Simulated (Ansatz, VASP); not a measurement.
**GdN in VASP and in Ansatz**

File INCAR:

```
PREC     = Accurate       # precision mode
ENCUT    = 520            # plane-wave cutoff, eV
EDIFF    = 1E-6           # SCF threshold, eV
ISMEAR   = 0              # smearing method
SIGMA    = 0.05           # smearing width, eV
LREAL    = F              # projectors in reciprocal space
LASPH    = T              # aspherical terms in the spheres
NELM     = 150            # most SCF steps
ALGO     = Normal         # electronic algorithm
ISIF     = 2              # what is computed and relaxed
LWAVE    = F              # write WAVECAR
LCHARG   = F              # write CHGCAR
MAGMOM   = 0 0 7.63 0 0 0 # initial moments
LORBIT   = 11             # projections on sites
LSORBIT  = T              # spin-orbit coupling
GGA_COMPAT= F            
LORBMOM  = T            
LMAXMIX  = 6              # l up to which the mixer works
LDAU     = T              # DFT+U
LDAUTYPE = 2            
LDAUL    = 3 -1           # shell
LDAUU    = 6 0            # U, eV
LDAUJ    = 0 0          
LDAUPRINT= 1            
GGA      = PE             # functional
NBANDS   = 35             # bands
```

Contents of KPOINTS:

```
Automatic mesh
0
Gamma
  10 10 10
```

File POSCAR:

```
GdN
1.0
    0.0000000000      2.4994985661      2.4994985661
    2.4994985661      0.0000000000      2.4994985661
    2.4994985661      2.4994985661      0.0000000000
Gd N
1 1
Direct
    0.5000000000      0.5000000000      0.5000000000
    0.0000000000      0.0000000000      0.0000000000
```

Input for Ansatz:

```yaml
crystal:
  lattice:
    - [0.0, 2.4994985661, 2.4994985661]
    - [2.4994985661, 0.0, 2.4994985661]
    - [2.4994985661, 2.4994985661, 0.0]
  atoms:
    - { symbol: Gd, position: [0.5, 0.5, 0.5], spin: 7.63, spin_axis: [0.0, 0.0, 1.0] }
    - { symbol: "N", position: [0.0, 0.0, 0.0] }
basis:
  ecutwfc: 420
  ecutrho_ratio: 4
kpoints:
  mp_grid: { grid: [10, 10, 10] }
hamiltonian:
  xc: pbe
  hubbard: { sites: [{ species: Gd, l: f, u_eff: 6.0 }] }
scf:
  occupations: { method: gaussian, width: 0.05 }
  lower_state_search: "off"
  convergence: { dr2_threshold: 1.0e-09 }
output:
  forces: true
  stress: true
  eigenvalues: true
  populations: true
  hubbard: { sites: [{ species: Gd, l: f }] }
magnetization:
  noncollinear: true
  spin_orbit: true
checkpoint:
  read: start.run
  write: ck
  compress: false
  write_wavefunctions: false
  write_every: 100000
```

Alike in both runs: task single point; functional PBE; k mesh 10 × 10 × 10; occupations gaussian, width 0.05 eV; non-collinear spin, spin-orbit coupling; Hubbard terms Gd f U = 6.0 eV.

|  | VASP | Ansatz |
| --- | --- | --- |
| version | VASP 6.6.1 | Ansatz 0.2.0 |
| potentials or method | VASP PAW PBE potentials, release 64 (Gd, N), cutoff 520 eV | plane waves, PAW |
| valence electrons in the cell | 23 | 23 |

VASP gave:

| Item | Value |
| --- | --- |
| pressure (GPa) | 0.6 |
| net moment per atom (μB) | 3.48 |

Q: Which values does Ansatz return?

A: Pressure (GPa): 0.1; net moment per atom (μB): 3.47.

The programs project onto different local orbitals, so the same U acts differently, and such runs can settle in different states. Ansatz's warnings: filled band counts differ across k points, stress scf threshold loose.
